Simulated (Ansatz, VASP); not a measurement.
# SiC in VASP and in Ansatz

Contents of INCAR:

```
SYSTEM = SiC
PREC = Accurate ; ENCUT = 520
EDIFF = 1E-7 ; ISMEAR = -1
SIGMA = 0.08 ; LREAL = .FALSE.
LASPH = .TRUE. ; NELM = 100
ALGO = Normal ; ISIF = 2
LWAVE = .FALSE. ; LCHARG = .TRUE.
GGA = PE ; LELF = .TRUE.
LVHAR = .TRUE. ; NBANDS = 16
```

The input KPOINTS:

```
Automatic mesh
0
G
  15 15 8
  0 0 0
```

File POSCAR:

```
SiC
1.0
    3.0759982064      0.0000000000      0.0000000000
   -1.5379991032      2.6638925888      0.0000000000
    0.0000000000      0.0000000000      5.1994400000
Si C
2 2
Direct
    0.3333333333      0.6666666667      0.0000000000
    0.6666666667      0.3333333333      0.5000000000
    0.3333333333      0.6666666667      0.3850000000
    0.6666666667      0.3333333333      0.8850000000
```

Input for Ansatz:

```yaml
crystal:
  lattice:
    - [3.0759982064, 0.0, 0.0]
    - [-1.5379991032, 2.6638925888, 0.0]
    - [0.0, 0.0, 5.19944]
  atoms:
    - { symbol: Si, position: [0.3333333333, 0.6666666667, 0.0] }
    - { symbol: Si, position: [0.6666666667, 0.3333333333, 0.5] }
    - { symbol: C, position: [0.3333333333, 0.6666666667, 0.385] }
    - { symbol: C, position: [0.6666666667, 0.3333333333, 0.885] }
kpoints:
  mp_grid: { grid: [15, 15, 8] }
  band_path:
    path:
      - [0.0, 0.0, 0.0]
      - [0.5, 0.0, 0.0]
      - [0.3333333333, 0.3333333333, 0.0]
      - [0.0, 0.0, 0.0]
      - [0.0, 0.0, 0.5]
      - [0.5, 0.0, 0.5]
      - [0.3333333333, 0.3333333333, 0.5]
      - [0.0, 0.0, 0.5]
      - [0.5, 0.0, 0.5]
    npoints: 5
scf:
  occupations: { method: fermi_dirac, width: 0.08 }
hamiltonian:
  xc: pbe
  pseudopotentials: { kind: all_electron, lapw: { basis_error: 0.001 } }
output:
  forces: true
  stress: true
  eigenvalues: true
```

Change from the starting cell: zz strain of +3 %.

Alike in both runs: task single point; functional PBE; k mesh 15 × 15 × 8; occupations fermi-dirac, width 0.08 eV; no spin polarisation.

```csv
,VASP,Ansatz
version,VASP 6.6.1,Ansatz 0.2.0
potentials or method,"VASP PAW PBE potentials, release 64 (Si, C), cutoff 520 eV","all-electron LAPW, scalar-relativistic"
```

```csv
,VASP,Ansatz,Ansatz less VASP
pressure (GPa),-1.8,-1.7,+0.07
"traceless stress, the component that is largest in VASP (GPa)",-11.69,-11.61,+0.077
rms of the force components (eV/Å),0.488,0.488,-0.0005
```

Atom by atom the forces differ by 0.000 eV/Å (rms over components). Ansatz ran all-electron here, and VASP with PAW potentials.
